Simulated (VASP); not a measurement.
# CdSe (Cadmoselite) (P6_3mc) in VASP: notebook, part 2 of 2

VASP 6.6.1.

**3. Single point, HSE06**

POSCAR

```
CdSe
1.0
    4.3000000000      0.0000000000      0.0000000000
   -2.1500000000      3.7239092363      0.0000000000
    0.0000000000      0.0000000000      7.0200000000
Cd Se
2 2
Direct
    0.6666666667      0.3333333333      0.5000000000
    0.3333333333      0.6666666667      0.0000000000
    0.6666666667      0.3333333333      0.8850000000
    0.3333333333      0.6666666667      0.3850000000
```

INCAR.step1

```
SYSTEM = CdSe
PREC = Accurate
ENCUT = 520
EDIFF = 1E-5
ISMEAR = -1
SIGMA = 0.05
LREAL = .FALSE.
LASPH = .TRUE.
NELM = 100
ALGO = Normal
ISIF = 2
LWAVE = .TRUE.
LCHARG = .FALSE.
GGA = PE
NBANDS = 26
```

INCAR.step2

```
SYSTEM = CdSe
PREC = Accurate
ENCUT = 520
EDIFF = 1E-6
ISMEAR = -1
SIGMA = 0.05
LREAL = .FALSE.
LASPH = .TRUE.
NELM = 100
ALGO = Normal
ISIF = 2
LWAVE = .FALSE.
LCHARG = .FALSE.
GGA = PE
LHFCALC = .TRUE.
HFSCREEN = 0.2079
PRECFOCK = Normal
ISTART = 1
NBANDS = 26
```

KPOINTS

```
regular mesh
0
G
  4 4 2
  0 0 0
```

Potentials or basis: VASP PAW PBE potentials, release 64 (Cd, Se).

Command:

```sh
$ cat potpaw_PBE.64/Cd/POTCAR potpaw_PBE.64/Se/POTCAR > POTCAR
$ cp INCAR.step1 INCAR
$ mpirun -np 1 vasp_std > vasp.out
$ cp INCAR.step2 INCAR
$ mpirun -np 1 vasp_std > vasp.out
```

OUTCAR:

```text
SYSTEM = CdSe
   PREC = Accurate
   ENCUT = 520
   EDIFF = 1E-6
   ISMEAR = -1
   LREAL = .FALSE.
   LASPH = .TRUE.
   NELM = 100
   ISIF = 2
   GGA = PE
   LHFCALC = .TRUE.
   HFSCREEN = 0.2079
   PRECFOCK = Normal
   ISTART = 1

 ion  position               nearest neighbor table
   1  0.667  0.333  0.500-   4 2.61   4 2.61   4 2.61   3 2.70
   2  0.333  0.667  0.000-   3 2.61   3 2.61   3 2.61   4 2.70
   3  0.667  0.333  0.885-   2 2.61   2 2.61   2 2.61   1 2.70
   4  0.333  0.667  0.385-   1 2.61   1 2.61   1 2.61   2 2.70

  LATTYP: Found a hexagonal cell.
 ALAT       =     4.3000000000
 C/A-ratio  =     1.6325581395

  Lattice vectors:

 A1 = (   4.3000000000,   0.0000000000,   0.0000000000)
 A2 = (  -2.1500000000,   3.7239092363,   0.0000000000)
 A3 = (   0.0000000000,   0.0000000000,   7.0200000000)

Analysis of symmetry for initial positions (statically):
=====================================================================
 Subroutine PRICEL returns:
 Original cell was already a primitive cell.

 Routine SETGRP: Setting up the symmetry group for a
 hexagonal supercell.

 Subroutine GETGRP returns: Found 12 space group operations
 (whereof  6 operations were pure point group operations)
 out of a pool of 24 trial point group operations.

The static configuration has the point symmetry C_3v.
 The point group associated with its full space group is C_6v.

Analysis of symmetry for dynamics (positions and initial velocities):
=====================================================================
 Subroutine PRICEL returns:
 Original cell was already a primitive cell.

 Routine SETGRP: Setting up the symmetry group for a
 hexagonal supercell.
[... 114 lines left out ...]
  volume/ion in A,a.u.               =      28.10       189.64
  Fermi-wavevector in a.u.,A,eV,Ry     =   1.120059  2.116604 17.068937  1.254531
  Thomas-Fermi vector in A             =   2.256702
   LORBIT       =      0    0 simple, 1 ext, 2 COOP (PROOUT), +10 PAW based schemes
   GGA     = PE    functional components
   LHFCALC =     T    Hartree Fock is set to
   PRECFOCK=normal    Normal, Fast or Accurate (Low or Medium for compatibility)
   ENCUT4O =  -1.0   cutoff for four orbital integrals eV
   NKREDX  =     1    reduce k-point grid by
   NKREDY  =     1    reduce k-point grid by
   NKREDZ  =     1    reduce k-point grid by
   AEXX    =    0.2500 exact exchange contribution
   HFSCREEN=    0.2079 screening length (either q_TF or 0.3 A-1)
   HFSCREENC=   0.2079 screening length for correlation (either q_TF or 0.3 A-1)
   ENCUTFOCK=  -1.0 apply spherical cutoff to Coloumb kernel
   IVDW    =     0    specifies the selected vdW correction
   LEPSILON=     F    determine dielectric tensor
   LRPA    =     F    only Hartree local field effects (RPA)
 non-spin polarized calculation
  energy-cutoff  :      520.00
  volume of cell :      112.41
 maximum number of plane-waves:      3042
 NGX is ok and might be reduce to    32
  NGX = 24; NGY = 24; NGZ = 40

 number of electron      35.9999998 magnetization

 Free energy of the ion-electron system (eV)
  ---------------------------------------------------
  ext. energy  EPLUGINS =         0.00000000
  ---------------------------------------------------
  free energy    TOTEN  =       -13.61645006 eV

  energy without entropy =      -13.61645004  energy(sigma->0) =      -13.61645005

 E-fermi :   1.1992     XC(G=0):  -7.3841

 val. band max:        0.3413544084   @ k =   0.0000   0.0000   0.0000
 cond. band min:       2.0030115898   @ k =   0.0000   0.0000   0.0000
 fundamental gap:      1.6616571814
 Fermi energy:         1.1992355710

 k-point     1 :       0.0000    0.0000    0.0000
  band No.  band energies     occupation
      1     -13.3561      2.00000
      2     -12.9580      2.00000
      3      -8.7921      2.00000
      4      -8.7921      2.00000
      5      -8.7364      2.00000
      6      -8.7356      2.00000
[... 221 lines left out ...]
     25       9.1129      0.00000
     26       9.1129      0.00000

------------------------ aborting loop because EDIFF is reached ----------------------------------------

  FORCE on cell =-STRESS in cart. coord.  units (eV):
  Direction    XX          YY          ZZ          XY          YZ          ZX
  --------------------------------------------------------------------------------------
  -------------------------------------------------------------------------------------
  Total        2.0054796      2.0054796      0.3684302      0.0000000      0.0000000      0.0000000
  in kB       28.5840778     28.5840778      5.2512313      0.0000000      0.0000000      0.0000000
  external PRESSURE =      20.8064623 kB  Pullay stress =       0.0000000 kB

 VOLUME and BASIS-vectors are now :
 -----------------------------------------------------------------------------
  energy-cutoff  :      520.00
  volume of cell :      112.41
      direct lattice vectors                 reciprocal lattice vectors
     4.300000000  0.000000000  0.000000000     0.232558140  0.134267504  0.000000000
    -2.150000000  3.723909236  0.000000000     0.000000000  0.268535009  0.000000000
     0.000000000  0.000000000  7.020000000     0.000000000  0.000000000  0.142450142

 POSITION                                       TOTAL-FORCE (eV/Angst)
 -----------------------------------------------------------------------------------
      2.15000      1.24130      3.51000        -0.000000     -0.000000      0.298468
     -0.00000      2.48261      0.00000         0.000000     -0.000000      0.298468
      2.15000      1.24130      6.21270         0.000000     -0.000000     -0.298468
     -0.00000      2.48261      2.70270        -0.000000      0.000000     -0.298468
 -----------------------------------------------------------------------------------
    total drift:                               -0.000000     -0.000000     -0.000052

  FREE ENERGIE OF THE ION-ELECTRON SYSTEM (eV)
  ---------------------------------------------------
  free  energy   TOTEN  =       -13.6164500563 eV

  energy  without entropy=      -13.6164500448  energy(sigma->0) =      -13.61645005
```

OUTCAR.step1:

```text
SYSTEM = CdSe
   PREC = Accurate
   ENCUT = 520
   EDIFF = 1E-5
   ISMEAR = -1
   LREAL = .FALSE.
   LASPH = .TRUE.
[... 444 lines left out ...]
     -0.00000      2.48261      0.00000         0.000000      0.000000      0.306893
      2.15000      1.24130      6.21270         0.000000      0.000000     -0.306893
     -0.00000      2.48261      2.70270        -0.000000     -0.000000     -0.306893
 -----------------------------------------------------------------------------------
    total drift:                               -0.000000     -0.000000      0.000194

  FREE ENERGIE OF THE ION-ELECTRON SYSTEM (eV)
  ---------------------------------------------------
  free  energy   TOTEN  =       -10.8502128435 eV

  energy  without entropy=      -10.8501319634  energy(sigma->0) =      -10.85017240
```

Run time: 32 min. Hardware: 1 thread of AMD EPYC 7R13 (Zen 3), shared host; peak memory 0.33 GiB.

What came out:

| Quantity | Value |
| --- | --- |
| Free energy | -13.6165 eV |
| Pressure | 2.1 GPa |
| Largest force | 0.298 eV/Å |
| Band gap on the k mesh | 1.66 eV, direct |

Forces in eV/Å, atoms in the order of the input:
```
Cd   0.000  0.000  0.298
Cd   0.000  0.000  0.298
Se   0.000  0.000 -0.298
Se   0.000  0.000 -0.298
```

Caveat: the k points lie up to 0.45 Å⁻¹ apart; the PAW data sets were made with another functional, which shifts forces and pressure a little.

**4. Single point, r2SCAN50**

POSCAR is that of step 3.

INCAR.step1

```
SYSTEM = CdSe
ALGO = Normal
EDIFF = 1E-5
ENCUT = 520
GGA = PE
ISIF = 2
ISMEAR = -1
LASPH = .True.
LCHARG = .False.
LREAL = .False.
LWAVE = .True.
NBANDS = 26
NELM = 100
PREC = Accurate
SIGMA = 0.05
```

INCAR.step2

```
SYSTEM = CdSe
AEXX = 0.5
ALGO = Normal
EDIFF = 1E-6
ENCUT = 520
ISIF = 2
ISMEAR = -1
ISTART = 1
LASPH = .True.
LCHARG = .False.
LHFCALC = .True.
LMIXTAU = .True.
LREAL = .False.
LWAVE = .False.
METAGGA = R2SCAN
NBANDS = 26
NELM = 100
PREC = Accurate
PRECFOCK = Normal
SIGMA = 0.05
```

KPOINTS

```
k-points
0
Gamma
  4 4 2
  0 0 0
```

Command:

```sh
$ cat potpaw_PBE.64/Cd/POTCAR potpaw_PBE.64/Se/POTCAR > POTCAR
$ cp INCAR.step1 INCAR
$ mpirun -np 1 vasp_std > vasp.out
$ cp INCAR.step2 INCAR
$ mpirun -np 1 vasp_std > vasp.out
```

Wall time 23 min (1 thread of Intel Xeon Platinum 8488C (Sapphire Rapids), shared host); peak memory 0.27 GiB.

The run converged. Its results:

| Quantity | Value |
| --- | --- |
| Free energy | -50.1385 eV |
| Pressure | 0.3 GPa |
| Largest force | 0.288 eV/Å |
| Band gap on the k mesh | 4.15 eV, direct |

Forces on the atoms (eV/Å):
```
Cd   0.000  0.000  0.288
Cd   0.000  0.000  0.288
Se   0.000  0.000 -0.288
Se   0.000  0.000 -0.288
```

Stress tensor (GPa, compression positive):
```
 1.09  0.00  0.00
 0.00  1.09  0.00
 0.00  0.00 -1.14
```

Levels at points of the mesh, in eV from the valence-band top:
```csv
k point,band 14,band 15,band 16,band 17,band 18,band 19,band 20,band 21,band 22,band 23
"(0.00, 0.00, 0.00)",-0.84,-0.84,0.00,0.00,0.00,4.15,5.70,9.61,9.61,9.94
"(0.50, 0.00, 0.00)",-4.19,-2.96,-2.15,-1.41,-0.96,6.72,6.89,8.08,10.16,10.33
"(0.00, 0.00, 0.50)",-2.84,-0.44,-0.44,-0.44,-0.44,5.91,5.91,9.50,9.50,10.00
"(0.50, 0.00, 0.50)",-4.86,-1.59,-1.59,-1.47,-1.47,6.41,6.41,8.36,8.36,11.62
```

Caveat: the k points lie up to 0.45 Å⁻¹ apart; the PAW data sets were made with another functional, which shifts forces and pressure a little.

**5. Summary**

| level | screening parameter | gap on the mesh (eV) | pressure (GPa) | largest force (eV/Å) |
| --- | --- | --- | --- | --- |
| PBE0 | - | 2.35 | 1.9 | 0.30 |
| HSE06 | 0.2079 1/Å | 1.66 | 2.1 | 0.30 |
| r2SCAN50 | - | 4.15 | 0.3 | 0.29 |

Alike in all rows: task single point; potentials or basis VASP PAW PBE potentials, release 64 (Cd, Se); no spin polarisation; cell as given; k mesh 4 × 4 × 2; cutoff (eV) 520; smearing fermi-dirac 0.05 eV.

Caveats: all runs use coarse meshes; the PAW data sets were made with another functional, which shifts forces and pressure a little.

Total energies depend on the potentials used, so only differences within one code and one set of settings carry meaning.
